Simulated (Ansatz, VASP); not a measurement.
**One calculation of Sn, two programs**

Contents of INCAR:

```
SYSTEM = Sn
PREC = Accurate ; ENCUT = 600
EDIFF = 1E-7 ; ISMEAR = 0
SIGMA = 0.1 ; LREAL = .FALSE.
LASPH = .TRUE. ; NELM = 100
ALGO = Fast ; ISIF = 3
LWAVE = .FALSE. ; LCHARG = .FALSE.
GGA = PE ; IBRION = 2
NSW = 100 ; EDIFFG = -0.005
```

File KPOINTS:

```
Automatic mesh
0
G
  12 12 12
  0 0 0
```

File POSCAR:

```
Sn
1.0
    0.0000000000      3.3273247541      3.3273247541
    3.3273247541      0.0000000000      3.3273247541
    3.3273247541      3.3273247541      0.0000000000
Sn
2
Direct
    0.0000000000      0.0000000000      0.0000000000
    0.2500000000      0.2500000000      0.2500000000
```

Input for Ansatz:

```yaml
crystal:
  lattice:
    - [0.0, 3.3273247537, 3.3273247537]
    - [3.3273247537, 0.0, 3.3273247537]
    - [3.3273247537, 3.3273247537, 0.0]
  atoms:
    - { symbol: Sn, position: [0.0, 0.0, 0.0] }
    - { symbol: Sn, position: [0.25, 0.25, 0.25] }
basis:
  ecutwfc: 420
kpoints:
  mp_grid: { grid: [12, 12, 12] }
hamiltonian:
  xc: pbe
scf:
  occupations: { method: gaussian, width: 0.1 }
output:
  forces: true
  stress: true
  eigenvalues: true
relax:
  adjacent_minimum: "off"
  f_tol: 0.005
  max_steps: 80
  cell: { stress_tol: 0.05 }
```

Alike in both runs: task relaxation of cell and atoms; functional PBE; k mesh 12 × 12 × 12; occupations gaussian, width 0.1 eV; no spin polarisation.

```csv
,VASP,Ansatz
version,VASP 6.6.1,Ansatz 0.2.0
potentials or method,"VASP PAW PBE potentials, release 64 (Sn_d), cutoff 600 eV","scalar-relativistic, plane waves, PAW"
valence electrons in the cell,28,28
```

|  | VASP | Ansatz | Ansatz less VASP |
| --- | --- | --- | --- |
| gap on the k mesh at the Fermi level, each at its own relaxed structure (eV) | none | none | - |
| relaxed volume (Å³/atom) | 36.84 | 36.84 | 0.000 |
| relaxed cell length with the largest relative difference (Å) | 4.706 | 4.706 | 0.0000 |

A gap of «none» marks a metal or a gap that the smearing closes.

Noted on VASP's run: the relaxation stopped at its first step, so nothing moved.
